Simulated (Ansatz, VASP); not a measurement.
## One calculation of Ba7B, two programs

```xyz
8
Lattice="0.0000 5.8812 5.8812 5.8812 0.0000 5.8812 5.8812 5.8812 0.0000" Properties=species:S:1:pos:R:3 pbc="T T T"
Ba    0.0000    2.9406    2.9406
Ba    5.8812    2.9406    2.9406
Ba    2.9406    0.0000    2.9406
Ba    2.9406    5.8812    2.9406
Ba    2.9406    2.9406    0.0000
Ba    2.9406    2.9406    5.8812
Ba    5.8812    5.8812    5.8812
B     0.0000    0.0000    0.0000
```

Alike in both runs: functional PBE; k mesh 6 × 6 × 6; occupations gaussian, width 0.1 eV; no spin polarisation.

Ansatz relaxed the structure, and its values are those at the end. VASP's run is a single point on that final structure, the one shown.

```csv
,VASP,Ansatz
version,VASP 6.6.1,Ansatz 0.2.0
potentials or method,"VASP PAW PBE potentials, release 64 (Ba_sv, B), cutoff 500 eV","scalar-relativistic, plane waves, PAW"
valence electrons in the cell,73,73
```

|  | VASP | Ansatz | Ansatz less VASP |
| --- | --- | --- | --- |
| gap on the k mesh at the Fermi level (eV) | none | none | - |
| pressure (GPa) | 0.1 | 0.0 | -0.13 |

A gap of «none» marks a metal or a gap that the smearing closes. With one functional, cell and mesh, what is left measures potentials, basis and numerics.

Spin-orbit coupling is off throughout.
